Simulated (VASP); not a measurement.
# TiAl (Pm-3m) in VASP: further runs

Runs on TiAl. Level: PBE. Tasks: single point, relaxation of cell and atoms.

All numbers are computed with VASP 6.6.1; they aren't measurements. Logs are shortened: lines on timing, memory, paths and dates and some standing lists are left out, and cuts for length are marked.

**1. The cell of the first run**

It takes space group Pm-3m (No. 221, cubic). The conventional cell has a = 3.031 Å, b = 3.031 Å, c = 3.031 Å, α = 90.00°, β = 90.00°, γ = 90.00°. Within 3.5 Å of Al (site symmetry m-3m) lie 8 Ti at 2.62 Å and 6 Al at 3.03 Å. Within 3.5 Å of Ti (site symmetry m-3m) lie 8 Al at 2.62 Å and 6 Ti at 3.03 Å.

**2. Single point, PBE**

The input, INCAR:

```
SYSTEM = TiAl
ALGO = Normal
EDIFF = 1E-6
ENCUT = 500
GGA = PE
GGA_COMPAT = .FALSE.
ISIF = 2
ISMEAR = 0
LASPH = .TRUE.
LCHARG = .TRUE.
LELF = .TRUE.
LREAL = .FALSE.
LVHAR = .TRUE.
LWAVE = .FALSE.
NBANDS = 14
NELM = 120
PREC = Accurate
SIGMA = 0.1
```

The input, KPOINTS:

```
k-points
0
G
  6 6 6
  0 0 0
```

The input, POSCAR:

```
TiAl
1.0
    3.0305948987      0.0000000000      0.0000000000
    0.0000000000      3.0305948987      0.0000000000
    0.0000000000      0.0000000000      3.0305948987
Al Ti
1 1
Direct
    0.0000000000      0.0000000000      0.0000000000
    0.5000000000      0.5000000000      0.5000000000
```

Potentials or basis: VASP PAW PBE potentials, release 64 (Al, Ti_sv).

Started as:

```
$ cat potpaw_PBE.64/Al/POTCAR potpaw_PBE.64/Ti_sv/POTCAR > POTCAR
$ mpirun -np 1 vasp_std > vasp.out
```

OUTCAR:

```text
SYSTEM = TiAl
   EDIFF = 1E-6
   ENCUT = 500
   GGA = PE
   ISIF = 2
   ISMEAR = 0
   LASPH = .TRUE.
   LREAL = .FALSE.
   NELM = 120
   PREC = Accurate

 ion  position               nearest neighbor table
   1  0.000  0.000  0.000-   2 2.62   2 2.62   2 2.62   2 2.62   2 2.62   2 2.62   2 2.62   2 2.62

   2  0.500  0.500  0.500-   1 2.62   1 2.62   1 2.62   1 2.62   1 2.62   1 2.62   1 2.62   1 2.62

  LATTYP: Found a simple cubic cell.
 ALAT       =     3.0305948987

  Lattice vectors:

 A1 = (   3.0305948987,   0.0000000000,   0.0000000000)
 A2 = (   0.0000000000,   3.0305948987,   0.0000000000)
 A3 = (   0.0000000000,   0.0000000000,   3.0305948987)

Analysis of symmetry for initial positions (statically):
=====================================================================
 Subroutine PRICEL returns:
 Original cell was already a primitive cell.

 Routine SETGRP: Setting up the symmetry group for a
 simple cubic supercell.

 Subroutine GETGRP returns: Found 48 space group operations
 (whereof 48 operations were pure point group operations)
 out of a pool of 48 trial point group operations.

The static configuration has the point symmetry O_h .

Analysis of symmetry for dynamics (positions and initial velocities):
=====================================================================
 Subroutine PRICEL returns:
 Original cell was already a primitive cell.

 Routine SETGRP: Setting up the symmetry group for a
 simple cubic supercell.

 Subroutine GETGRP returns: Found 48 space group operations
 (whereof 48 operations were pure point group operations)
 out of a pool of 48 trial point group operations.

The dynamic configuration has the point symmetry O_h .

 Subroutine INISYM returns: Found 48 space group operations
 (whereof 48 operations are pure point group operations),
 and found     1 'primitive' translations

----------------------------------------------------------------------------------------

                                     Primitive cell

  volume of cell :      27.8345

  direct lattice vectors                    reciprocal lattice vectors
     3.030594899  0.000000000  0.000000000     0.329968219  0.000000000  0.000000000
     0.000000000  3.030594899  0.000000000     0.000000000  0.329968219  0.000000000
     0.000000000  0.000000000  3.030594899     0.000000000  0.000000000  0.329968219

  length of vectors
     3.030594899  3.030594899  3.030594899     0.329968219  0.329968219  0.329968219

  position of ions in fractional coordinates (direct lattice)
     0.000000000  0.000000000  0.000000000
     0.500000000  0.500000000  0.500000000

  ion indices of the primitive-cell ions
   primitive index   ion index
                 1           1
                 2           2

----------------------------------------------------------------------------------------

 KPOINTS: k-points

Automatic generation of k-mesh.
 Grid dimensions read from file:
 generate k-points for:    6    6    6

 Generating k-lattice:

  Cartesian coordinates                     Fractional coordinates (reciprocal lattice)
     0.054994703  0.000000000  0.000000000     0.166666667  0.000000000  0.000000000
     0.000000000  0.054994703  0.000000000     0.000000000  0.166666667  0.000000000
     0.000000000  0.000000000  0.054994703     0.000000000  0.000000000  0.166666667

  Length of vectors
     0.054994703  0.054994703  0.054994703

  Shift w.r.t. Gamma in fractional coordinates (k-lattice)
     0.000000000  0.000000000  0.000000000

 Subroutine IBZKPT returns following result:
 ===========================================

 Found     20 irreducible k-points:

 Following reciprocal coordinates:
            Coordinates               Weight
  0.000000  0.000000  0.000000      1.000000
  0.166667  0.000000  0.000000      6.000000
  0.333333  0.000000  0.000000      6.000000
  0.500000  0.000000  0.000000      3.000000
  0.166667  0.166667  0.000000     12.000000
  0.333333  0.166667  0.000000     24.000000
[... 12 lines left out ...]
  0.500000  0.500000  0.333333      6.000000
  0.500000  0.500000  0.500000      1.000000
   k-points           NKPTS =     20   k-points in BZ     NKDIM =     20   number of bands    NBANDS=     14
   number of dos      NEDOS =    301   number of ions     NIONS =      2
   total plane-waves  NPLWV =  13824
   dimension x,y,z NGX =    24 NGY =   24 NGZ =   24
   dimension x,y,z NGXF=    48 NGYF=   48 NGZF=   48
   ions per type =               1   1
   NGX,Y,Z   is equivalent  to a cutoff of  13.17, 13.17, 13.17 a.u.
   NGXF,Y,Z  is equivalent  to a cutoff of  26.33, 26.33, 26.33 a.u.
 SYSTEM =  TiAl
   PREC   = accura    normal or accurate (medium, high low for compatibility)
   ISTART =      0    job   : 0-new  1-cont  2-samecut
   ICHARG =      2    charge: 1-file 2-atom 10-const
   ISPIN  =      1    spin polarized calculation?
   LNONCOLLINEAR =      F non collinear calculations
   LSORBIT =      F    spin-orbit coupling
   LASPH  =      T    aspherical Exc in radial PAW
   ENCUT  =  500.0 eV  36.75 Ry    6.06 a.u.   5.53  5.53  5.53*2*pi/ulx,y,z
   NELM   =    120;   NELMIN=  2; NELMDL= -5     # of ELM steps
   EDIFF  = 0.1E-05   stopping-criterion for ELM
   LREAL  =      F    real-space projection
   EDIFFG = 0.1E-04   stopping-criterion for IOM
   NSW    =      0    number of steps for IOM
   IBRION =     -1    ionic relax: 0-MD 1-quasi-New 2-CG
   NFREE  =      0    steps in history (QN), initial steepest desc. (CG)
   ISIF   =      2    stress and relaxation
   ISYM   =      2    0-nonsym 1-usesym 2-fastsym
   POTIM  = 0.5000    time-step for ionic-motion
   TEBEG  =    0.0;   TEEND  =   0.0 temperature during run
   PSTRESS=    0.0 pullay stress
   NELECT =      15.0000    total number of electrons
   NUPDOWN=      -1.0000    fix difference up-down
   EMIN   =  10.00;   EMAX   =-10.00  energy-range for DOS
   EFERMI =   0.00;   METHOD = LEGACY
   ISMEAR =     0;   SIGMA  =   0.10  broadening in eV -4-tet -1-fermi 0-gaus
   EFERMI_NEDOS =   21; number of points for ismear=-14 and -15
   IALGO  =     38    algorithm
   IMIX   =      4    mixing-type and parameters
     AMIX     =   0.40;   BMIX     =  1.00
     AMIX_MAG =   1.60;   BMIX_MAG =  1.00
  volume/ion in A,a.u.               =      13.92        93.92
  Fermi-wavevector in a.u.,A,eV,Ry     =   1.332224  2.517539 24.147915  1.774822
  Thomas-Fermi vector in A             =   2.461175
   LORBIT       =      0    0 simple, 1 ext, 2 COOP (PROOUT), +10 PAW based schemes
   GGA     = PE    functional components
   LHFCALC =     F    Hartree Fock is set to
   AEXX    =    0.0000 exact exchange contribution
   IVDW    =     0    specifies the selected vdW correction
   LEPSILON=     F    determine dielectric tensor
   LRPA    =     F    only Hartree local field effects (RPA)
 non-spin polarized calculation
 Gauss-broadening in eV      SIGMA  =   0.10
  energy-cutoff  :      500.00
  volume of cell :       27.83
 maximum number of plane-waves:       739
 NGX is ok and might be reduce to    24
   NGX = 11   NGY = 11   NGZ = 11

 number of electron      15.0000004 magnetization

 Free energy of the ion-electron system (eV)
  ---------------------------------------------------
  ext. energy  EPLUGINS =         0.00000000
  ---------------------------------------------------
  free energy    TOTEN  =       -11.83946505 eV

  energy without entropy =      -11.82914681  energy(sigma->0) =      -11.83430593

 E-fermi :  10.3844     XC(G=0): -11.7183

 val. band max:       10.3058073291   @ k =   0.3333   0.3333   0.1667
 cond. band min:      10.4632230885   @ k =   0.3333   0.1667   0.0000
 fundamental gap:      0.1574157594
 Fermi energy:        10.3844255679

 k-point     1 :       0.0000    0.0000    0.0000
  band No.  band energies     occupation
      1     -46.2223      2.00000
      2     -22.4062      2.00000
      3     -22.4062      2.00000
      4     -22.4062      2.00000
      5       0.4681      2.00000
      6       8.5671      2.00000
      7       8.5671      2.00000
      8      12.5306      0.00000
      9      12.5306      0.00000
     10      12.5306      0.00000
     11      15.5521      0.00000
     12      15.5521      0.00000
     13      15.5521      0.00000
     14      20.0304      0.00000

 k-point     2 :       0.1667    0.0000    0.0000
  band No.  band energies     occupation
      1     -46.2152      2.00000
      2     -22.4796      2.00000
      3     -22.3997      2.00000
      4     -22.3997      2.00000
      5       0.9648      2.00000
      6       8.3095      2.00000
      7       8.7973      2.00000
      8      11.8255      0.00000
      9      11.8255      0.00000
     10      12.5934      0.00000
     11      14.2489      0.00000
     12      16.5913      0.00000
     13      16.5913      0.00000
     14      19.2697      0.00000

 k-point     3 :       0.3333    0.0000    0.0000
  band No.  band energies     occupation
      1     -46.2010      2.00000
      2     -22.6242      2.00000
      3     -22.3868      2.00000
      4     -22.3868      2.00000
      5       2.3634      2.00000
      6       6.8176      2.00000
      7       9.3352      2.00000
      8      10.9177      0.00000
      9      10.9177      0.00000
     10      12.7229      0.00000
     11      13.7220      0.00000
     12      17.7719      0.00000
     13      18.5790      0.00000
     14      18.5790      0.00000

 k-point     4 :       0.5000    0.0000    0.0000
  band No.  band energies     occupation
      1     -46.1939      2.00000
      2     -22.6953      2.00000
      3     -22.3803      2.00000
      4     -22.3803      2.00000
      5       4.1751      2.00000
      6       4.7680      2.00000
      7       9.6607      2.00000
      8      10.5681      0.00937
      9      10.5682      0.00937
     10      12.7896      0.00000
     11      14.0175      0.00000
     12      17.0123      0.00000
     13      20.5796      0.00000
     14      20.5796      0.00000

 k-point     5 :       0.1667    0.1667    0.0000
  band No.  band energies     occupation
      1     -46.2082      2.00000
      2     -22.4760      2.00000
      3     -22.4677      2.00000
      4     -22.3932      2.00000
      5       1.4400      2.00000
      6       8.4869      2.00000
      7       8.6524      2.00000
      8      11.0806      0.00000
      9      11.7410      0.00000
     10      12.1663      0.00000
     11      14.6317      0.00000
[... 208 lines left out ...]
 k-point    18 :       0.5000    0.3333    0.3333
  band No.  band energies     occupation
      1     -46.1538      2.00000
      2     -22.6320      2.00000
      3     -22.5603      2.00000
      4     -22.5552      2.00000
      5       5.6877      2.00000
      6       7.1099      2.00000
      7       7.4770      2.00000
      8      11.1871      0.00000
      9      11.4369      0.00000
     10      12.5425      0.00000
     11      14.1534      0.00000
     12      14.1713      0.00000
     13      16.7515      0.00000
     14      17.9598      0.00000

 k-point    19 :       0.5000    0.5000    0.3333
  band No.  band energies     occupation
      1     -46.1472      2.00000
      2     -22.6221      2.00000
      3     -22.6221      2.00000
      4     -22.5491      2.00000
      5       6.1757      2.00000
      6       7.1007      2.00000
      7       7.1007      2.00000
      8      11.3541      0.00000
      9      13.0252      0.00000
     10      13.0252      0.00000
     11      13.1582      0.00000
     12      13.7409      0.00000
     13      15.4199      0.00000
     14      18.1259      0.00000

 k-point    20 :       0.5000    0.5000    0.5000
  band No.  band energies     occupation
      1     -46.1405      2.00000
      2     -22.6128      2.00000
      3     -22.6128      2.00000
      4     -22.6128      2.00000
      5       6.8191      2.00000
      6       6.8191      2.00000
      7       6.8191      2.00000
      8      11.9013      0.00000
      9      13.7560      0.00000
     10      13.7560      0.00000
     11      13.7560      0.00000
     12      13.7612      0.00000
     13      13.7612      0.00000
     14      18.0641      0.00000

------------------------ aborting loop because EDIFF is reached ----------------------------------------

  FORCE on cell =-STRESS in cart. coord.  units (eV):
  Direction    XX          YY          ZZ          XY          YZ          ZX
  --------------------------------------------------------------------------------------
  -------------------------------------------------------------------------------------
  Total        3.8660055      3.8660055      3.8660055     -0.0000000     -0.0000000     -0.0000000
  in kB      222.5304170    222.5304170    222.5304170     -0.0000000     -0.0000000     -0.0000000
  external PRESSURE =     222.5304170 kB  Pullay stress =       0.0000000 kB

 VOLUME and BASIS-vectors are now :
 -----------------------------------------------------------------------------
  energy-cutoff  :      500.00
  volume of cell :       27.83
      direct lattice vectors                 reciprocal lattice vectors
     3.030594899  0.000000000  0.000000000     0.329968219  0.000000000  0.000000000
     0.000000000  3.030594899  0.000000000     0.000000000  0.329968219  0.000000000
     0.000000000  0.000000000  3.030594899     0.000000000  0.000000000  0.329968219

 POSITION                                       TOTAL-FORCE (eV/Angst)
 -----------------------------------------------------------------------------------
      0.00000      0.00000      0.00000         0.000000      0.000000      0.000000
      1.51530      1.51530      1.51530         0.000000      0.000000      0.000000
 -----------------------------------------------------------------------------------
    total drift:                                0.000000     -0.000000     -0.000000

  FREE ENERGIE OF THE ION-ELECTRON SYSTEM (eV)
  ---------------------------------------------------
  free  energy   TOTEN  =       -11.8394650513 eV

  energy  without entropy=      -11.8291468144  energy(sigma->0) =      -11.83430593
```

It took 5 s on 1 thread of Intel Xeon 6975P-C, shared host; peak memory 0.14 GiB.

What came out:

- Free energy: -11.8395 eV
- Pressure: 22.3 GPa

Levels at points of the mesh, in eV from the Fermi level:
| k point | band 3 | band 4 | band 5 | band 6 | band 7 | band 8 | band 9 | band 10 | band 11 | band 12 |
| --- | --- | --- | --- | --- | --- | --- | --- | --- | --- | --- |
| (0.00, 0.00, 0.00) | -32.79 | -32.79 | -9.92 | -1.82 | -1.82 | 2.15 | 2.15 | 2.15 | 5.17 | 5.17 |
| (0.50, 0.00, 0.00) | -32.76 | -32.76 | -6.21 | -5.62 | -0.72 | 0.18 | 0.18 | 2.41 | 3.63 | 6.63 |
| (0.50, 0.50, 0.00) | -33.03 | -32.74 | -5.44 | -2.11 | -2.11 | -1.66 | 0.78 | 0.78 | 3.30 | 5.67 |
| (0.50, 0.50, 0.50) | -33.00 | -33.00 | -3.57 | -3.57 | -3.57 | 1.52 | 3.37 | 3.37 | 3.37 | 3.38 |

**3. Single point, PBE**

This run uses another cell than the first one, of 16.08 Å³/atom, 1.155 times its volume.

The input, INCAR:

```
SYSTEM = TiAl
PREC = Accurate
ENCUT = 500
EDIFF = 1E-6
ISMEAR = 0
SIGMA = 0.1
LREAL = .FALSE.
LASPH = .TRUE.
NELM = 120
ALGO = Normal
ISIF = 2
LWAVE = .FALSE.
LCHARG = .TRUE.
GGA = PE
LELF = .TRUE.
LVHAR = .TRUE.
NBANDS = 14
GGA_COMPAT = .FALSE.
```

The input, KPOINTS:

```
Automatic mesh
0
G
  6 6 6
  0 0 0
```

The input, POSCAR:

```
TiAl
1.0
    3.1801485214      0.0000000000      0.0000000000
    0.0000000000      3.1801485214      0.0000000000
    0.0000000000      0.0000000000      3.1801485214
Al Ti
1 1
Direct
    0.0000000000      0.0000000000      0.0000000000
    0.5000000000      0.5000000000      0.5000000000
```

Potentials or basis: VASP PAW PBE potentials, release 64 (Al, Ti_sv).

Started as:

```
$ cat potpaw_PBE.64/Al/POTCAR potpaw_PBE.64/Ti_sv/POTCAR > POTCAR
$ mpirun -np 1 vasp_std > vasp.out
```

Run time: 5.8 s. Hardware: 1 thread of Intel Xeon 6975P-C, shared host; peak memory 0.14 GiB.

The run converged. Its results:

| Item | Value |
| --- | --- |
| Free energy | -12.1149 eV |
| Pressure | 0.4 GPa |

Levels at points of the mesh, in eV from the Fermi level:
| k point | band 5 | band 6 | band 7 | band 8 | band 9 | band 10 |
| --- | --- | --- | --- | --- | --- | --- |
| (0.00, 0.00, 0.00) | -9.30 | -1.46 | -1.46 | 1.79 | 1.79 | 1.79 |
| (0.50, 0.00, 0.00) | -6.07 | -5.21 | -0.57 | 0.14 | 0.14 | 1.99 |
| (0.50, 0.50, 0.00) | -5.04 | -2.13 | -2.13 | -1.49 | 0.70 | 0.70 |
| (0.50, 0.50, 0.50) | -3.11 | -3.11 | -3.11 | 0.59 | 2.77 | 2.77 |

**4. Relaxation of cell and atoms, PBE**

The input, INCAR:

```
SYSTEM = TiAl
PREC = Accurate
ENCUT = 500
EDIFF = 1E-7
ISMEAR = 0
SIGMA = 0.1
LREAL = .FALSE.
LASPH = .TRUE.
NELM = 120
ALGO = Normal
ISIF = 3
LWAVE = .FALSE.
LCHARG = .FALSE.
GGA = PE
IBRION = 2
NSW = 100
EDIFFG = -0.05
GGA_COMPAT = .FALSE.
NELMIN = 4
```

KPOINTS is that of step 3.

The input, POSCAR:

```
TiAl
1.0
    3.0305948987      0.0000000000      0.0000000000
    0.0000000000      3.0305948987      0.0000000000
    0.0000000000      0.0000000000      3.0305948987
Al Ti
1 1
Direct
    0.0000000000      0.0000000000      0.0000000000
    0.5000000000      0.5000000000      0.5000000000
```

Started as:

```
$ cat potpaw_PBE.64/Al/POTCAR potpaw_PBE.64/Ti_sv/POTCAR > POTCAR
$ mpirun -np 1 vasp_std > vasp.out
```

It took 15 s on 1 thread of Intel Xeon 6975P-C, shared host; peak memory 0.14 GiB.

The run converged. Its results:

```yaml
Free_energy: -12.1119 eV
Relaxed_volume: 16.15 Å³/atom
Relaxed_cell: a = 3.185 Å, b = 3.185 Å, c = 3.185 Å, α = 90.00°, β = 90.00°, γ = 90.00°
Space_group_after_relaxing_to_0.05_Å: Pm-3m (No. 221)
Energy_gained_by_relaxing: 136.2 meV/atom
Ionic_steps: 3
Pressure_after_relaxing: -0.2 GPa
```

Step by step:
```tsv
step	energy change (eV)	largest force (eV/Å)	pressure (GPa)	volume (Å³)
1	0.0000	0.0000	22.30	27.83
2	-0.1205	0.0000	-10.52	36.39
3	-0.2725	0.0000	-0.16	32.30
```

Final structure:
```xyz
2
Lattice="3.1847 0.0000 0.0000 0.0000 3.1847 0.0000 0.0000 0.0000 3.1847" Properties=species:S:1:pos:R:3 pbc="T T T"
Al    0.0000    0.0000    0.0000
Ti    1.5924    1.5924    1.5924
```

Levels at points of the mesh, in eV from the Fermi level:
```
           k point  band 4  band 5  band 6  band 7  band 8  band 9  band 10  band 11
(0.00, 0.00, 0.00)  -33.12   -9.28   -1.45   -1.45    1.78    1.78     1.78     4.36
(0.50, 0.00, 0.00)  -33.11   -6.06   -5.20   -0.56    0.13    0.13     1.98     2.94
(0.50, 0.50, 0.00)  -33.09   -5.03   -2.13   -2.13   -1.48    0.69     0.69     2.69
(0.50, 0.50, 0.50)  -33.25   -3.10   -3.10   -3.10    0.57    2.76     2.76     2.88
```

Caveat: the volume moved by over 15 % at a fixed basis, so the end points are rough; the volume moved by +16 % from the deposited cell, more than functionals usually miss. PBE usually gives volumes a little too large and moduli too small.

**5. Summary**

```csv
task,cell,gap on the mesh (eV),pressure (GPa)
single point,"a = 3.031 Å, 2 atoms",none,22.3
single point,"a = 3.180 Å, 2 atoms",none,0.4
relaxation of cell and atoms,"relaxed from a = 3.031 Å, 2 atoms",none,-0.2
```

Alike in all rows: level PBE; potentials or basis VASP PAW PBE potentials, release 64 (Al, Ti_sv); no spin polarisation; k mesh 6 × 6 × 6; cutoff (eV) 500; smearing gaussian 0.1 eV.

Caveats: the volume moved by over 15 % at a fixed basis, so the end points are rough (some runs); the volume moved by +16 % from the deposited cell, more than functionals usually miss (some runs).

Absolute energies hang on the potentials; compare differences alone.
